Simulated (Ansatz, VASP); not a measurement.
## Ge in VASP and in Ansatz

```
Ge
1.0
     1.48805   -2.59469    0.00000
     1.48805    2.59469    0.00000
     0.00000    0.00000    4.72760
Ge
2
Cartesian
  1.4454 -0.9855 0.9985
  1.5224 0.9608 3.5025
```

Alike in both runs: task single point; functional LDA; k mesh 8 × 8 × 4; occupations fermi-dirac, width 0.1 eV; no spin polarisation.

```csv
,VASP,Ansatz
version,VASP 6.6.1,Ansatz 0.2.0
potentials or method,"VASP PAW LDA potentials, release 64 (Ge_d), cutoff 520 eV","plane waves, PAW"
valence electrons in the cell,28,28
```

|  | VASP | Ansatz | Ansatz less VASP |
| --- | --- | --- | --- |
| pressure (GPa) | -0.2 | -0.3 | -0.03 |
| traceless stress, the component that is largest in VASP (GPa) | 4.83 | 4.78 | -0.041 |
| rms of the force components (eV/Å) | 0.285 | 0.278 | -0.0074 |

LDA's correlation is that of Perdew and Zunger in VASP and of Perdew and Wang (1992) in Ansatz. Atom by atom the forces differ by 0.007 eV/Å (rms over components). Ansatz's warnings: stress scf threshold loose.
